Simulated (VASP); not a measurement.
# Ti3Al (P1) in VASP: single point with PBE

Aim: the single point of Ti3Al with PBE.

Everything below comes from runs of VASP 6.6.1. Logs are shortened: lines on timing, memory, paths and dates and some standing lists are left out, and cuts for length are marked.

## 1. The cell of the first run

The typed cell holds 16 atoms: a = 7.037 Å, b = 7.039 Å, c = 7.039 Å, α = 110.19°, β = 109.11°, γ = 109.13°.

## 2. Single point, PBE

Contents of INCAR:

```
PREC = Accurate ; ENCUT = 520
EDIFF = 1E-6 ; ISMEAR = 0
SIGMA = 0.1 ; LREAL = Auto
LASPH = T ; NELM = 100
ALGO = Fast ; ISIF = 2
LWAVE = F ; LCHARG = F
GGA = PE ; NBANDS = 92
ISYM = 0
```

Contents of KPOINTS:

```
Automatic mesh
0
Gamma
  2 2 2
  0.5 0.5 0.5
```

Contents of POSCAR:

```
Ti3Al
1.0
   -4.0279951245      4.0794270783     -4.0802516070
    4.0280535933      4.0814369130      4.0822029729
    4.0280104381     -4.0813784442     -4.0822182865
Al Ti
4 12
Direct
    0.2513482027      1.0008099053      0.7513049768
    0.7491129562      0.4999588714      0.7499050898
    0.2512865931      0.2511640163      0.5009125886
    0.7536349749      1.0022343231      0.2521337181
   -0.0010342004      0.2534840829      0.7540685818
    0.5037694207     -0.0018697707      0.4986884839
    0.4990624715      0.7531053904      0.7559923797
    0.0035298597      0.5053157026      0.5082161475
    0.4990953973      0.2438750935      0.2467301580
    0.7510753340      0.7520323145      0.5000103694
    1.0036516985      0.9960321562     -0.0010361900
    0.2513839775      0.5000005770      0.2521245020
    0.9989222789      0.7456114372      0.2462546874
    0.7515580462      0.2520725478      0.0000433016
    0.5037746870      0.5057737378      0.0063987981
    0.2512220467      0.7502533547      0.0017076790
```

Potentials or basis: VASP PAW PBE potentials, release 64 (Al, Ti_sv).

Started as:

```bash
cat potpaw_PBE.64/Al/POTCAR potpaw_PBE.64/Ti_sv/POTCAR > POTCAR
mpirun -np 1 vasp_std > vasp.out
```

OUTCAR:

```text
PREC = Accurate
   ENCUT = 520
   EDIFF = 1E-6
   ISMEAR = 0
   LREAL = Auto
   LASPH = T
   NELM = 100
   ISIF = 2
   GGA = PE
   ISYM = 0

 ion  position               nearest neighbor table
   1  0.251  0.001  0.751-  11 2.84   7 2.84   9 2.84   8 2.84  14 2.89  10 2.89   3 2.89  16 2.89
                            15 2.90   6 2.90  13 2.90   5 2.90
   2  0.749  0.500  0.750-  11 2.85   8 2.85   5 2.85  13 2.85   3 2.87  14 2.87  15 2.88   6 2.88
                             9 2.89   7 2.89  16 2.90  10 2.90
   3  0.251  0.251  0.501-   4 2.87   2 2.87  12 2.87   7 2.88   8 2.88   9 2.88  11 2.88   1 2.89
                             5 2.90  15 2.90  13 2.90   6 2.90
   4  0.754  0.002  0.252-   7 2.85   9 2.85   6 2.85  15 2.85   3 2.87  10 2.88  13 2.88   5 2.88
                             8 2.88  11 2.88  14 2.90  16 2.90
   5  0.999  0.253  0.754-  14 2.83   2 2.85  16 2.85  12 2.86   6 2.86   8 2.87  10 2.87   4 2.88
                             1 2.90   3 2.90  11 2.90  15 2.91
   6  0.504  0.998  0.499-  10 2.83   4 2.85  16 2.85  12 2.86   5 2.86   9 2.87  14 2.87   2 2.88
                             1 2.90   3 2.90   7 2.90  13 2.91
   7  0.499  0.753  0.756-  16 2.83   1 2.84   4 2.85   8 2.86  14 2.86  15 2.87   3 2.88   2 2.89
                            12 2.89   6 2.90  11 2.91  10 2.91
   8  0.004  0.505  0.508-  16 2.83   1 2.84   2 2.85   7 2.86  10 2.86   5 2.87   3 2.88   4 2.88
                            12 2.89  13 2.90   9 2.91  14 2.91
   9  0.499  0.244  0.247-  16 2.83   1 2.84   4 2.85  11 2.86  14 2.86   6 2.87   3 2.88   2 2.89
                            12 2.89  15 2.90   8 2.91  10 2.91
  10  0.751  0.752  0.500-   6 2.83  15 2.83  11 2.86   8 2.86   5 2.87   4 2.88  13 2.88  12 2.88
                             1 2.89   2 2.90   7 2.91   9 2.91
  11  0.004  0.996  0.999-  16 2.83   1 2.84   2 2.85   9 2.86  10 2.86  13 2.87   3 2.88   4 2.88
                            12 2.89   5 2.90   7 2.91  14 2.91
  12  0.251  0.500  0.252-   5 2.86  15 2.86  13 2.86   6 2.86   3 2.87  10 2.88  14 2.88   9 2.89
                             7 2.89   8 2.89  11 2.89  16 2.89
  13  0.999  0.746  0.246-  14 2.83   2 2.85  16 2.85  12 2.86  15 2.86  11 2.87  10 2.88   4 2.88
                             1 2.90   3 2.90   8 2.90   6 2.91
  14  0.752  0.252  0.000-   5 2.83  13 2.83   7 2.86   9 2.86   6 2.87   2 2.87  15 2.88  12 2.88
                             1 2.89   4 2.90  11 2.91   8 2.91
  15  0.504  0.506  0.006-  10 2.83   4 2.85  16 2.85  12 2.86  13 2.86   7 2.87  14 2.88   2 2.88
                             1 2.90   3 2.90   9 2.90   5 2.91
  16  0.251  0.750  0.002-  11 2.83   8 2.83   7 2.83   9 2.83   5 2.85  13 2.85   6 2.85  15 2.85
                            12 2.89   1 2.89   2 2.90   4 2.90

IMPORTANT INFORMATION: All symmetrisations will be switched off!
NOSYMM: (Re-)initialisation of all symmetry stuff for point group C_1.

----------------------------------------------------------------------------------------

                                     Primitive cell

  volume of cell :     268.3185

  direct lattice vectors                    reciprocal lattice vectors
    -4.027995125  4.079427078 -4.080251607    -0.000001122  0.122565347 -0.122541238
     4.028053593  4.081436913  4.082202973     0.124129206  0.122535163 -0.000029061
     4.028010438 -4.081378444 -4.082218286     0.124129863  0.000028405 -0.122511711

  length of vectors
     7.036684105  7.039014429  7.038964713     0.173316529  0.174421693  0.174405685

  position of ions in fractional coordinates (direct lattice)
     0.251348203  0.000809905  0.751304977
     0.749112956  0.499958871  0.749905090
     0.251286593  0.251164016  0.500912589
     0.753634975  0.002234323  0.252133718
     0.998965800  0.253484083  0.754068582
     0.503769421  0.998130229  0.498688484
[... 8 lines left out ...]
     0.503774687  0.505773738  0.006398798
     0.251222047  0.750253355  0.001707679

  ion indices of the primitive-cell ions
   primitive index   ion index
                 1           1
                 2           2
                 3           3
                 4           4
                 5           5
                 6           6
[... 8 lines left out ...]
                15          15
                16          16

----------------------------------------------------------------------------------------

 KPOINTS: Automatic mesh

Automatic generation of k-mesh.
 Grid dimensions read from file:
 generate k-points for:    2    2    2

 Generating k-lattice:

  Cartesian coordinates                     Fractional coordinates (reciprocal lattice)
    -0.000000561  0.061282673 -0.061270619     0.500000000  0.000000000 -0.000000000
     0.062064603  0.061267581 -0.000014531     0.000000000  0.500000000 -0.000000000
     0.062064931  0.000014202 -0.061255856     0.000000000 -0.000000000  0.500000000

  Length of vectors
     0.086658265  0.087210846  0.087202843

  Shift w.r.t. Gamma in fractional coordinates (k-lattice)
     0.500000000  0.500000000  0.500000000

 Subroutine IBZKPT returns following result:
 ===========================================

 Found      4 irreducible k-points:

 Following reciprocal coordinates:
            Coordinates               Weight
  0.250000  0.250000  0.250000      2.000000
 -0.250000  0.250000  0.250000      2.000000
  0.250000 -0.250000  0.250000      2.000000
 -0.250000 -0.250000  0.250000      2.000000
   k-points           NKPTS =      4   k-points in BZ     NKDIM =      4   number of bands    NBANDS=     92
   number of dos      NEDOS =    301   number of ions     NIONS =     16
   total plane-waves  NPLWV = 157464
   dimension x,y,z NGX =    54 NGY =   54 NGZ =   54
   dimension x,y,z NGXF=   108 NGYF=  108 NGZF=  108
   ions per type =               4  12
   NGX,Y,Z   is equivalent  to a cutoff of  12.76, 12.75, 12.75 a.u.
   NGXF,Y,Z  is equivalent  to a cutoff of  25.52, 25.51, 25.51 a.u.
 SYSTEM =  unknown system
   PREC   = accura    normal or accurate (medium, high low for compatibility)
   ISTART =      0    job   : 0-new  1-cont  2-samecut
   ICHARG =      2    charge: 1-file 2-atom 10-const
   ISPIN  =      1    spin polarized calculation?
   LNONCOLLINEAR =      F non collinear calculations
   LSORBIT =      F    spin-orbit coupling
   LASPH  =      T    aspherical Exc in radial PAW
   ENCUT  =  520.0 eV  38.22 Ry    6.18 a.u.  13.08 13.09 13.09*2*pi/ulx,y,z
   NELM   =    100;   NELMIN=  2; NELMDL= -5     # of ELM steps
   EDIFF  = 0.1E-05   stopping-criterion for ELM
   LREAL  =      T    real-space projection
   EDIFFG = 0.1E-04   stopping-criterion for IOM
   NSW    =      0    number of steps for IOM
   IBRION =     -1    ionic relax: 0-MD 1-quasi-New 2-CG
   NFREE  =      0    steps in history (QN), initial steepest desc. (CG)
   ISIF   =      2    stress and relaxation
   ISYM   =      0    0-nonsym 1-usesym 2-fastsym
   POTIM  = 0.5000    time-step for ionic-motion
   TEBEG  =    0.0;   TEEND  =   0.0 temperature during run
   PSTRESS=    0.0 pullay stress
   NELECT =     156.0000    total number of electrons
   NUPDOWN=      -1.0000    fix difference up-down
   EMIN   =  10.00;   EMAX   =-10.00  energy-range for DOS
   EFERMI =   0.00;   METHOD = LEGACY
   ISMEAR =     0;   SIGMA  =   0.10  broadening in eV -4-tet -1-fermi 0-gaus
   EFERMI_NEDOS =   21; number of points for ismear=-14 and -15
   IALGO  =     68    algorithm
   IMIX   =      4    mixing-type and parameters
     AMIX     =   0.40;   BMIX     =  1.00
     AMIX_MAG =   1.60;   BMIX_MAG =  1.00
  volume/ion in A,a.u.               =      16.77       113.17
  Fermi-wavevector in a.u.,A,eV,Ry     =   1.366363  2.582052 25.401375  1.866948
  Thomas-Fermi vector in A             =   2.492510
   LORBIT       =      0    0 simple, 1 ext, 2 COOP (PROOUT), +10 PAW based schemes
   GGA     = PE    functional components
   LHFCALC =     F    Hartree Fock is set to
   AEXX    =    0.0000 exact exchange contribution
   IVDW    =     0    specifies the selected vdW correction
   LEPSILON=     F    determine dielectric tensor
   LRPA    =     F    only Hartree local field effects (RPA)
 non-spin polarized calculation
 RMM-DIIS sequential band-by-band and
 Gauss-broadening in eV      SIGMA  =   0.10
  energy-cutoff  :      520.00
  volume of cell :      268.32
 maximum number of plane-waves:      7232
 NGX is ok and might be reduce to    54
   NGX = 27   NGY = 27   NGZ = 27

 number of electron     156.0000004 magnetization

 Free energy of the ion-electron system (eV)
  ---------------------------------------------------
  ext. energy  EPLUGINS =         0.00000000
  ---------------------------------------------------
  free energy    TOTEN  =      -112.41647983 eV

  energy without entropy =     -112.32089729  energy(sigma->0) =     -112.36868856

 E-fermi :   8.1981     XC(G=0): -11.2809

 val. band max:        8.1854373932   @ k =  -0.2500   0.2500   0.2500
 cond. band min:       8.2116093715   @ k =   0.2500   0.2500   0.2500
 fundamental gap:      0.0261719784
 Fermi energy:         8.1981108367

 k-point     1 :       0.2500    0.2500    0.2500
  band No.  band energies     occupation
      1     -48.3903      2.00000
      2     -48.3715      2.00000
      3     -48.3648      2.00000
      4     -48.3549      2.00000
      5     -48.3230      2.00000
      6     -48.3093      2.00000
[... 82 lines left out ...]
     89       9.3397      0.00000
     90       9.4030      0.00000

 k-point     2 :      -0.2500    0.2500    0.2500
  band No.  band energies     occupation
      1     -48.4046      2.00000
      2     -48.3575      2.00000
      3     -48.3508      2.00000
      4     -48.3352      2.00000
      5     -48.3329      2.00000
      6     -48.3297      2.00000
[... 82 lines left out ...]
     89       9.4096      0.00000
     90       9.4494      0.00000

 k-point     3 :       0.2500   -0.2500    0.2500
  band No.  band energies     occupation
      1     -48.4018      2.00000
      2     -48.3683      2.00000
      3     -48.3469      2.00000
      4     -48.3375      2.00000
      5     -48.3365      2.00000
      6     -48.3272      2.00000
[... 82 lines left out ...]
     89       9.2093      0.00000
     90       9.4540      0.00000

 k-point     4 :      -0.2500   -0.2500    0.2500
  band No.  band energies     occupation
      1     -48.4018      2.00000
      2     -48.3683      2.00000
      3     -48.3469      2.00000
      4     -48.3376      2.00000
      5     -48.3365      2.00000
      6     -48.3272      2.00000
[... 82 lines left out ...]
     89       9.2102      0.00000
     90       9.4202      0.00000
 [bands above 90 left out]

------------------------ aborting loop because EDIFF is reached ----------------------------------------

  FORCE on cell =-STRESS in cart. coord.  units (eV):
  Direction    XX          YY          ZZ          XY          YZ          ZX
  --------------------------------------------------------------------------------------
  -------------------------------------------------------------------------------------
  Total       -0.2098640     -0.1644151     -0.1673332      0.0042438      0.0364720      0.0018979
  in kB       -1.2531352     -0.9817517     -0.9991764      0.0253403      0.2177808      0.0113327
  external PRESSURE =      -1.0780211 kB  Pullay stress =       0.0000000 kB

 VOLUME and BASIS-vectors are now :
 -----------------------------------------------------------------------------
  energy-cutoff  :      520.00
  volume of cell :      268.32
      direct lattice vectors                 reciprocal lattice vectors
    -4.027995125  4.079427078 -4.080251607    -0.000001122  0.122565347 -0.122541238
     4.028053593  4.081436913  4.082202973     0.124129206  0.122535163 -0.000029061
     4.028010438 -4.081378444 -4.082218286     0.124129863  0.000028405 -0.122511711

 POSITION                                       TOTAL-FORCE (eV/Angst)
 -----------------------------------------------------------------------------------
      2.01710     -2.03770     -4.08925        -0.002179      0.000499      0.003469
      2.01706      2.03586     -4.07691         0.000247      0.000113      0.003589
      2.01720      0.00580     -2.04484        -0.001655     -0.003151     -0.002179
     -2.01104      2.05447     -4.09516         0.000115     -0.000958      0.001548
      0.03461      2.03215     -6.11953         0.002322      0.012652     -0.003661
      4.00006      4.09356     -0.01669        -0.011824     -0.004493      0.000210
[... 8 lines left out ...]
      0.03386      4.09328     -0.01698         0.008082     -0.004645     -0.005464
      2.01702      4.07998      2.03067         0.002359      0.002065     -0.013418
 -----------------------------------------------------------------------------------
    total drift:                                0.000699      0.000490      0.003211

  FREE ENERGIE OF THE ION-ELECTRON SYSTEM (eV)
  ---------------------------------------------------
  free  energy   TOTEN  =      -112.4164798255 eV

  energy  without entropy=     -112.3208972876  energy(sigma->0) =     -112.36868856
```

It took 13 min on 1 thread of Intel Xeon Platinum 8259CL at 2.50GHz (Skylake/Cascade Lake), shared host; peak memory 0.41 GiB.

What came out:

- Free energy: -112.4165 eV
- Pressure: -0.1 GPa
- Largest force: 0.019 eV/Å
- Band gap on the k mesh: zero (bands 78 and 79 overlap by 0.03 eV)

Forces on the atoms (eV/Å):
```
Al  -0.002  0.000  0.003
Al   0.000  0.000  0.004
Al  -0.002 -0.003 -0.002
Al   0.000 -0.001  0.002
Ti   0.002  0.013 -0.004
Ti  -0.012 -0.004  0.000
Ti  -0.003  0.001  0.004
Ti  -0.001  0.001  0.002
Ti   0.009  0.008  0.003
Ti  -0.006 -0.017  0.007
Ti   0.010  0.003  0.001
Ti   0.001 -0.001  0.011
Ti  -0.007  0.005 -0.002
Ti   0.001 -0.003 -0.010
Ti   0.008 -0.005 -0.005
Ti   0.002  0.002 -0.013
```

Levels at points of the mesh, in eV from the Fermi level:
| k point | band 75 | band 76 | band 77 | band 78 | band 79 | band 80 | band 81 | band 82 |
| --- | --- | --- | --- | --- | --- | --- | --- | --- |
| (0.25, 0.25, 0.25) | -0.41 | -0.36 | -0.27 | 0.01 | 0.06 | 0.16 | 0.25 | 0.37 |

Caveat: the k points lie up to 0.55 Å⁻¹ apart.

The gap in the log of VASP goes by the Fermi energy; the results here count the filled bands.